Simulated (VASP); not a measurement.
# BiTe (Fm-3m) in VASP: settings compared, part 2 of 2

VASP 6.6.1.

### Step 4. Single point, PBE

Contents of INCAR:

```
ALGO = Normal
EDIFF = 1E-6
ENCUT = 500
GGA = PE
GGA_COMPAT = F
ISIF = 2
ISMEAR = -5
LASPH = T
LCHARG = F
LREAL = F
LWAVE = F
NBANDS = 18
NELM = 120
PREC = Accurate
SIGMA = 0.1
```

Contents of KPOINTS:

```
k-points
0
Gamma
  4 4 4
```

Contents of POSCAR:

```
BiTe
1.0
    0.0000000000      3.2350000000      3.2350000000
    3.2350000000      0.0000000000      3.2350000000
    3.2350000000      3.2350000000      0.0000000000
Bi Te
1 1
Direct
    0.0000000000      0.0000000000      0.0000000000
    0.5000000000      0.5000000000      0.5000000000
```

Potentials or basis: VASP PAW PBE potentials, release 64 (Bi_d, Te).

Command:

```sh
> cat potpaw_PBE.64/Bi_d/POTCAR potpaw_PBE.64/Te/POTCAR > POTCAR
> mpirun -np 1 vasp_std > vasp.out
```

OUTCAR:

```text
EDIFF = 1E-6
   ENCUT = 500
   GGA = PE
   ISIF = 2
   ISMEAR = -5
   LASPH = T
   LREAL = F
   NELM = 120
   PREC = Accurate

 ion  position               nearest neighbor table
   1  0.000  0.000  0.000-   2 3.23   2 3.23   2 3.23   2 3.23   2 3.23   2 3.23
   2  0.500  0.500  0.500-   1 3.23   1 3.23   1 3.23   1 3.23   1 3.23   1 3.23

  LATTYP: Found a face centered cubic cell.
 ALAT       =     6.4700000000

  Lattice vectors:

 A1 = (   0.0000000000,   3.2350000000,   3.2350000000)
 A2 = (   3.2350000000,   0.0000000000,   3.2350000000)
 A3 = (   3.2350000000,   3.2350000000,   0.0000000000)

Analysis of symmetry for initial positions (statically):
=====================================================================
 Subroutine PRICEL returns:
 Original cell was already a primitive cell.

 Routine SETGRP: Setting up the symmetry group for a
 face centered cubic supercell.

 Subroutine GETGRP returns: Found 48 space group operations
[... 146 lines left out ...]
  ---------------------------------------------------
  free energy    TOTEN  =        -7.32764874 eV

  energy without entropy =       -7.32764874  energy(sigma->0) =       -7.32764874

 E-fermi :   7.1913     XC(G=0):  -9.4344

 val. band max:        7.1295735697   @ k =   0.2500   0.0000   0.0000
 cond. band min:       6.0265677375   @ k =   0.5000   0.0000   0.0000
 fundamental gap:     -1.1030058323
 Fermi energy:         7.1913452799

 k-point     1 :       0.0000    0.0000    0.0000
  band No.  band energies     occupation
      1     -16.5079      2.00000
      2     -16.5079      2.00000
      3     -16.5059      2.00000
      4     -16.5059      2.00000
      5     -16.5059      2.00000
      6      -6.8712      2.00000
[... 145 lines left out ...]
      5     -16.4955      2.00000
      6      -4.5608      2.00000
[... 10 lines left out ...]
     17      16.4093      0.00000
     18      17.3848      0.00000

------------------------ aborting loop because EDIFF is reached ----------------------------------------

  FORCE on cell =-STRESS in cart. coord.  units (eV):
  Direction    XX          YY          ZZ          XY          YZ          ZX
  --------------------------------------------------------------------------------------
  -------------------------------------------------------------------------------------
  Total        0.1923012      0.1923012      0.1923012     -0.0000000     -0.0000000     -0.0000000
  in kB        4.5502975      4.5502975      4.5502975     -0.0000000     -0.0000000     -0.0000000
  external PRESSURE =       4.5502975 kB  Pullay stress =       0.0000000 kB

 VOLUME and BASIS-vectors are now :
 -----------------------------------------------------------------------------
  energy-cutoff  :      500.00
  volume of cell :       67.71
      direct lattice vectors                 reciprocal lattice vectors
     0.000000000  3.235000000  3.235000000    -0.154559505  0.154559505  0.154559505
     3.235000000  0.000000000  3.235000000     0.154559505 -0.154559505  0.154559505
     3.235000000  3.235000000  0.000000000     0.154559505  0.154559505 -0.154559505

 POSITION                                       TOTAL-FORCE (eV/Angst)
 -----------------------------------------------------------------------------------
      0.00000      0.00000      0.00000         0.000000      0.000000     -0.000000
      3.23500      3.23500      3.23500         0.000000      0.000000      0.000000
 -----------------------------------------------------------------------------------
    total drift:                               -0.000000      0.000000      0.000000

  FREE ENERGIE OF THE ION-ELECTRON SYSTEM (eV)
  ---------------------------------------------------
  free  energy   TOTEN  =        -7.3276487375 eV

  energy  without entropy=       -7.3276487375  energy(sigma->0) =       -7.32764874
```

OSZICAR:

```text
N       E                     dE             d eps       ncg     rms          rms(c)
DAV:   1     0.158641286678E+03    0.15864E+03   -0.98602E+03   288   0.108E+03
DAV:   2     0.498853151111E+01   -0.15365E+03   -0.14924E+03   308   0.292E+02
DAV:   3    -0.701222743887E+01   -0.12001E+02   -0.11644E+02   382   0.890E+01
DAV:   4    -0.733339939963E+01   -0.32117E+00   -0.32053E+00   346   0.154E+01
DAV:   5    -0.734793773446E+01   -0.14538E-01   -0.14538E-01   424   0.308E+00    0.631E+00
DAV:   6    -0.732243064295E+01    0.25507E-01   -0.92718E-02   380   0.190E+00    0.388E+00
DAV:   7    -0.732786649084E+01   -0.54358E-02   -0.28538E-02   364   0.864E-01    0.594E-01
DAV:   8    -0.732734733930E+01    0.51915E-03   -0.46276E-03   354   0.460E-01    0.113E-01
DAV:   9    -0.732759437194E+01   -0.24703E-03   -0.39821E-04   350   0.118E-01    0.357E-02
DAV:  10    -0.732760917619E+01   -0.14804E-04   -0.10690E-05   398   0.193E-02    0.274E-02
DAV:  11    -0.732763901348E+01   -0.29837E-04   -0.57573E-06   304   0.136E-02    0.618E-03
DAV:  12    -0.732764334299E+01   -0.43295E-05   -0.46642E-07   164   0.545E-03    0.236E-03
DAV:  13    -0.732764827066E+01   -0.49277E-05   -0.13125E-07   168   0.238E-03    0.808E-04
DAV:  14    -0.732764873749E+01   -0.46683E-06   -0.13866E-08   162   0.870E-04
   1 F= -.73276487E+01 E0= -.73276487E+01  d E =0.000000E+00
```

stdout:

```text
POSCAR found type information on POSCAR BiTe
 POSCAR found :  2 types and       2 ions
 scaLAPACK will be used
 LDA part: xc-table for (Slater+PW92), standard interpolation
 POSCAR, INCAR and KPOINTS ok, starting setup
 FFT: planning ... GRIDC
 FFT: planning ... GRID_SOFT
 FFT: planning ... GRID
 WAVECAR not read
 entering main loop
 -----------------------------------------------------------------------------
|                                                                             |
|           W    W    AA    RRRRR   N    N  II  N    N   GGGG   !!!           |
|           W    W   A  A   R    R  NN   N  II  NN   N  G    G  !!!           |
|           W    W  A    A  R    R  N N  N  II  N N  N  G       !!!           |
|           W WW W  AAAAAA  RRRRR   N  N N  II  N  N N  G  GGG   !            |
|           WW  WW  A    A  R   R   N   NN  II  N   NN  G    G                |
|           W    W  A    A  R    R  N    N  II  N    N   GGGG   !!!           |
|                                                                             |
|     Tetrahedron method does not include variations of the Fermi             |
|     occupations, so forces and stress will be inaccurate. We suggest        |
|     using a different smearing scheme ISMEAR = 1 or 2 for metals in         |
|     relaxations.                                                            |
|                                                                             |
 -----------------------------------------------------------------------------
```

Run time: 13 s. Hardware: 1 thread of AMD EPYC 7R13 (Zen 3), shared host; peak memory 0.17 GiB.

Results:

| Property | Result |
| --- | --- |
| Free energy | -7.3276 eV |
| Pressure | 0.5 GPa |
| Band gap on the k mesh | zero (an odd number of electrons rules out a gap without spin polarisation) |

Caveat: the k points lie up to 0.42 Å⁻¹ apart, too coarse for converged energies and pressures of a metal; spin-orbit coupling is left out, which moves the levels of the heavy elements; tetrahedron occupations give inexact forces and stress in metals.

### Step 5. Single point, PBE

Contents of INCAR:

```
  PREC = Accurate
  ENCUT = 500
  EDIFF = 1E-6
  ISMEAR = -1
  SIGMA = 0.06802846561497
  LREAL = F
  LASPH = T
  NELM = 120
  ALGO = Normal
  ISIF = 2
  LWAVE = F
  LCHARG = F
  GGA = PE
  NBANDS = 18
  GGA_COMPAT = F
```

Contents of KPOINTS:

```
regular mesh
0
Gamma
  4 4 4
```

POSCAR is that of step 4.

Potentials or basis: VASP PAW PBE potentials, release 64 (Bi_d, Te).

Command:

```sh
> cat potpaw_PBE.64/Bi_d/POTCAR potpaw_PBE.64/Te/POTCAR > POTCAR
> mpirun -np 1 vasp_std > vasp.out
```

OUTCAR:

```text
PREC = Accurate
   ENCUT = 500
   EDIFF = 1E-6
   ISMEAR = -1
   LREAL = F
   LASPH = T
   NELM = 120
   ISIF = 2
   GGA = PE

 ion  position               nearest neighbor table
   1  0.000  0.000  0.000-   2 3.23   2 3.23   2 3.23   2 3.23   2 3.23   2 3.23
   2  0.500  0.500  0.500-   1 3.23   1 3.23   1 3.23   1 3.23   1 3.23   1 3.23

  LATTYP: Found a face centered cubic cell.
 ALAT       =     6.4700000000

  Lattice vectors:

 A1 = (   0.0000000000,   3.2350000000,   3.2350000000)
[... 334 lines left out ...]

------------------------ aborting loop because EDIFF is reached ----------------------------------------

  FORCE on cell =-STRESS in cart. coord.  units (eV):
  Direction    XX          YY          ZZ          XY          YZ          ZX
  --------------------------------------------------------------------------------------
  -------------------------------------------------------------------------------------
  Total        0.2955032      0.2955032      0.2955032     -0.0000000      0.0000000     -0.0000000
  in kB        6.9922980      6.9922980      6.9922980     -0.0000000      0.0000000     -0.0000000
  external PRESSURE =       6.9922980 kB  Pullay stress =       0.0000000 kB

 VOLUME and BASIS-vectors are now :
 -----------------------------------------------------------------------------
  energy-cutoff  :      500.00
  volume of cell :       67.71
      direct lattice vectors                 reciprocal lattice vectors
     0.000000000  3.235000000  3.235000000    -0.154559505  0.154559505  0.154559505
     3.235000000  0.000000000  3.235000000     0.154559505 -0.154559505  0.154559505
     3.235000000  3.235000000  0.000000000     0.154559505  0.154559505 -0.154559505

 POSITION                                       TOTAL-FORCE (eV/Angst)
 -----------------------------------------------------------------------------------
      0.00000      0.00000      0.00000         0.000000     -0.000000     -0.000000
      3.23500      3.23500      3.23500         0.000000      0.000000      0.000000
 -----------------------------------------------------------------------------------
    total drift:                               -0.000000      0.000000      0.000000

  FREE ENERGIE OF THE ION-ELECTRON SYSTEM (eV)
  ---------------------------------------------------
  free  energy   TOTEN  =        -7.2190150200 eV

  energy  without entropy=       -7.1846153192  energy(sigma->0) =       -7.20181517
```

Run time: 12 s. Hardware: 1 thread of AMD EPYC 7R13 (Zen 3), shared host; peak memory 0.17 GiB.

Results:

| Property | Result |
| --- | --- |
| Free energy | -7.2190 eV |
| Pressure | 0.7 GPa |
| Band gap on the k mesh | zero (an odd number of electrons rules out a gap without spin polarisation) |

Levels at points of the mesh, in eV from the Fermi level:
| k point | band 8 | band 9 | band 10 | band 11 | band 12 | band 13 |
| --- | --- | --- | --- | --- | --- | --- |
| (0.00, 0.00, 0.00) | -2.53 | -2.53 | -2.53 | 2.18 | 2.18 | 2.18 |
| (0.50, 0.00, 0.00) | -1.90 | -1.90 | -1.58 | -0.79 | -0.60 | -0.60 |
| (0.50, 0.50, 0.00) | -5.64 | -3.99 | -3.99 | 2.27 | 3.61 | 3.61 |

Caveat: the k points lie up to 0.42 Å⁻¹ apart, too coarse for converged energies and pressures of a metal; spin-orbit coupling is left out, which moves the levels of the heavy elements.

### Step 6. Single point, PBE

Contents of INCAR:

```
PREC = Accurate
ENCUT = 500
EDIFF = 1E-6
ISMEAR = 1
SIGMA = 0.1
LREAL = False
LASPH = True
NELM = 120
ALGO = Normal
ISIF = 2
LWAVE = False
LCHARG = False
GGA = PE
NBANDS = 18
GGA_COMPAT = False
```

Contents of KPOINTS:

```
Automatic mesh
0
Gamma
  4 4 4
```

POSCAR is that of step 5.

Potentials or basis: VASP PAW PBE potentials, release 64 (Bi_d, Te).

Command:

```sh
> cat potpaw_PBE.64/Bi_d/POTCAR potpaw_PBE.64/Te/POTCAR > POTCAR
> mpirun -np 1 vasp_std > vasp.out
```

Wall time 11 s (1 thread of AMD EPYC 7R13 (Zen 3), shared host); peak memory 0.17 GiB.

The run converged. Its results:

| Quantity | Value |
| --- | --- |
| Free energy | -7.1968 eV |
| Pressure | 0.5 GPa |
| Band gap on the k mesh | zero (an odd number of electrons rules out a gap without spin polarisation) |

Levels at points of the mesh, in eV from the Fermi level:
```tsv
k point	band 8	band 9	band 10	band 11	band 12	band 13
(0.00, 0.00, 0.00)	-2.52	-2.52	-2.52	2.19	2.19	2.19
(0.50, 0.00, 0.00)	-1.89	-1.89	-1.57	-0.78	-0.58	-0.58
(0.50, 0.50, 0.00)	-5.63	-3.98	-3.98	2.28	3.62	3.62
```

Caveat: the k points lie up to 0.42 Å⁻¹ apart, too coarse for converged energies and pressures of a metal; spin-orbit coupling is left out, which moves the levels of the heavy elements.

### Step 7. Overview

| level | potentials or basis | smearing | gap on the mesh (eV) | pressure (GPa) |
| --- | --- | --- | --- | --- |
| PBE+D3(BJ) | VASP PAW PBE potentials, release 64 (Bi_d, Te) | gaussian 0.1 eV | none | -1.6 |
| LDA | VASP PAW LDA potentials, release 64 (Bi_d, Te) | gaussian 0.1 eV | none | -2.8 |
| PBE | VASP PAW PBE potentials, release 64 (Bi_d, Te) | tetrahedron | none | 0.5 |
| PBE | VASP PAW PBE potentials, release 64 (Bi_d, Te) | fermi-dirac 0.0680285 eV | none | 0.7 |
| PBE | VASP PAW PBE potentials, release 64 (Bi_d, Te) | methfessel-paxton 0.1 eV | none | 0.5 |

Alike in all rows: task single point; no spin polarisation; cell as given; k mesh 4 × 4 × 4; cutoff (eV) 500.

Caveats: all runs use coarse meshes; spin-orbit coupling is left out, which moves the levels of the heavy elements; tetrahedron occupations give inexact forces and stress in metals (at least some runs).

Absolute energies hang on the potentials; compare differences alone.
